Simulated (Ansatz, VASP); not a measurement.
**Two plane-wave programs on Ta2Mo**

The input INCAR:

```
SYSTEM = Ta2Mo
PREC     = Accurate       ! precision mode
ENCUT    = 600            ! plane-wave cutoff, eV
EDIFF    = 1E-7           ! SCF threshold, eV
ISMEAR   = 0              ! smearing method
SIGMA    = 0.1            ! smearing width, eV
LREAL    = .False.        ! projectors in reciprocal space
LASPH    = .True.         ! aspherical terms in the spheres
NELM     = 60             ! most SCF steps
ALGO     = Fast           ! electronic algorithm
ISIF     = 3              ! what is computed and relaxed
LWAVE    = .False.        ! write WAVECAR
LCHARG   = .False.        ! write CHGCAR
GGA      = PE             ! functional
IBRION   = 2              ! ionic algorithm
NSW      = 100            ! ionic steps
EDIFFG   = -0.01          ! ionic threshold
```

Contents of KPOINTS:

```
Automatic mesh
0
Gamma
  14 14 14
  0 0 0
```

The input POSCAR:

```
Ta2Mo
1.0
   -2.1973880180      2.2420804122      3.1204168846
    2.1973880180     -2.2420804122      3.1204168846
    2.1973880180      2.2420804122     -3.1204168846
Ta Mo
2 1
Direct
    0.2507271949      0.7507271949      0.5000000000
    0.7492728051      0.2492728051      0.5000000000
    0.0000000000      0.0000000000      0.0000000000
```

Input for Ansatz:

```yaml
crystal:
  lattice:
    - [-2.197388018, 2.2420804122, 3.1204168846]
    - [2.197388018, -2.2420804122, 3.1204168846]
    - [2.197388018, 2.2420804122, -3.1204168846]
  atoms:
    - { symbol: Ta, position: [0.2507271949, 0.7507271949, 0.5] }
    - { symbol: Ta, position: [0.7492728051, 0.2492728051, 0.5] }
    - { symbol: Mo, position: [0.0, 0.0, 0.0] }
basis:
  ecutwfc: 420
kpoints:
  mp_grid: { grid: [14, 14, 14] }
hamiltonian:
  xc: pbe
scf:
  occupations: { method: gaussian, width: 0.1 }
output:
  forces: true
  stress: true
  eigenvalues: true
relax:
  adjacent_minimum: "off"
  f_tol: 0.01
  max_steps: 80
  cell: { stress_tol: 0.05 }
```

Alike in both runs: task relaxation of cell and atoms; functional PBE; k mesh 14 × 14 × 14; occupations gaussian, width 0.1 eV; no spin polarisation.

|  | VASP | Ansatz |
| --- | --- | --- |
| version | VASP 6.6.1 | Ansatz 0.2.0 |
| potentials or method | VASP PAW PBE potentials, release 64 (Ta_pv, Mo_sv), cutoff 600 eV | scalar-relativistic, plane waves, PAW |
| valence electrons in the cell | 36 | 40 |

|  | VASP | Ansatz | Ansatz less VASP |
| --- | --- | --- | --- |
| gap on the k mesh at the Fermi level, each at its own relaxed structure (eV) | none | none | - |
| relaxed volume (Å³/atom) | 20.46 | 20.45 | -0.008 |
| relaxed length of the cell vector where the two differ most in proportion (Å) | 4.428 | 4.427 | -0.0005 |

A gap of «none» marks a metal or a gap that the smearing closes. VASP's potentials hold 36 valence electrons a cell and Ansatz's 40, so a difference there can come from the potentials and not from the codes.

Spin-orbit coupling is off throughout.
